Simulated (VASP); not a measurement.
Wanted: the native input for a VASP 6.6.1 run.

```yaml
Task: single point
Functional: PBE
Potentials_or_basis: VASP PAW PBE potentials, release 64 (In_d, Se)
Cutoff: 520 eV
k_mesh: 4 × 4 × 1
Occupations: gaussian, width 0.1 eV
Spin: no spin polarisation
Dipole_correction: no
Further_INCAR_settings: ALGO = Normal; EDIFF = 1e-06; NBANDS = 34
```

The structure of InSe2 lies in POSCAR:

```
InSe2
1.0
    3.9031454798      0.0000000000      0.0000000000
    0.0000000000      3.9031454798      0.0000000000
    0.0000000000      0.0000000000      9.5773492987
In Se
2 4
Direct
    0.0000000000      0.5000000000      0.6919122778
    0.5000000000      0.0000000000      0.3080877222
    0.0000000000      0.5000000000      0.3681128527
    0.5000000000      0.0000000000      0.6318871473
    0.0000000000      0.0000000000      0.0000000000
    0.5000000000      0.5000000000      0.0000000000
```

One way to write it, as run:

INCAR

```
  PREC = Accurate
  ENCUT = 520
  EDIFF = 1E-6
  ISMEAR = 0
  SIGMA = 0.1
  LREAL = False
  LASPH = True
  NELM = 80
  ALGO = Normal
  ISIF = 2
  LWAVE = False
  LCHARG = False
  GGA = PE
  NBANDS = 34
```

KPOINTS

```
Automatic mesh
0
Gamma
  4 4 1
```

Potentials or basis: VASP PAW PBE potentials, release 64 (In_d, Se).

Launch:

```bash
$ cat potpaw_PBE.64/In_d/POTCAR potpaw_PBE.64/Se/POTCAR > POTCAR
$ mpirun -np 1 vasp_std > vasp.out
```

It gave:

```yaml
Pressure: 0.0 GPa
Band_gap_on_the_k_mesh: zero (bands 25 and 26 overlap by 1.68 eV)
```

Caveat: the k points lie up to 0.66 Å⁻¹ apart, too coarse for converged energies and pressures of a metal; spin-orbit coupling is left out, which moves the levels of the heavy elements.

Run time: 25 s on 1 thread of AMD EPYC 7R13 Processor (Zen 3) (shared host), peak memory 0.21 GiB.
